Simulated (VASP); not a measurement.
# KCl: single point with LDA

The system is KCl.

```
K Cl
1.0
     3.74322    0.00000    0.00000
     0.00000    3.74322    0.00000
     0.00000    0.00000    3.83920
K Cl
1 1
Direct
  0.00000 0.00000 0.00000
  0.50000 0.50000 0.50000
```

This cell differs from its parent crystal: strain -0.025 along x and y, +0.000 along z.

```
Program                : VASP 6.6.1
Task                   : single point
Functional             : LDA
Potentials or basis    : VASP PAW LDA potentials, release 64 (K_sv, Cl)
Cutoff                 : 520 eV
k mesh                 : 6 × 6 × 6
Occupations            : gaussian, width 0.05 eV
Spin                   : no spin polarisation
Dipole correction      : no
Further INCAR settings : ALGO = Normal; EDIFF = 1e-07; NBANDS = 15
```

```json
{"Pressure": "-2.4 GPa", "Band gap on the k mesh": "4.53 eV, indirect (least direct gap 4.75 eV)"}
```

Stress tensor (GPa, compression positive):
```
-2.05  0.00  0.00
 0.00 -2.05  0.00
 0.00  0.00 -3.17
```

Levels at points of the mesh, in eV from the valence-band top:
```tsv
k point	band 6	band 7	band 8	band 9	band 10	band 11
(0.00, 0.00, 0.00)	-0.36	-0.21	-0.21	4.53	6.10	6.20
(0.50, 0.00, 0.00)	-2.04	-0.38	-0.22	7.52	7.58	8.22
(0.50, 0.50, 0.00)	-1.35	-1.35	-0.11	5.85	6.85	8.55
(0.00, 0.00, 0.50)	-2.03	-0.25	-0.25	7.52	7.53	8.03
(0.50, 0.00, 0.50)	-1.39	-1.32	0.00	5.78	7.06	8.75
(0.50, 0.50, 0.50)	-1.55	-1.55	-1.50	8.51	8.60	8.60
```

It used 37 s of CPU time on 1 thread of AMD EPYC 7R13 Processor (Zen 3), on a shared host.

Caveat: the cell differs from its parent crystal (strain -0.025 along x and y, +0.000 along z). A k mesh can miss the band edges.
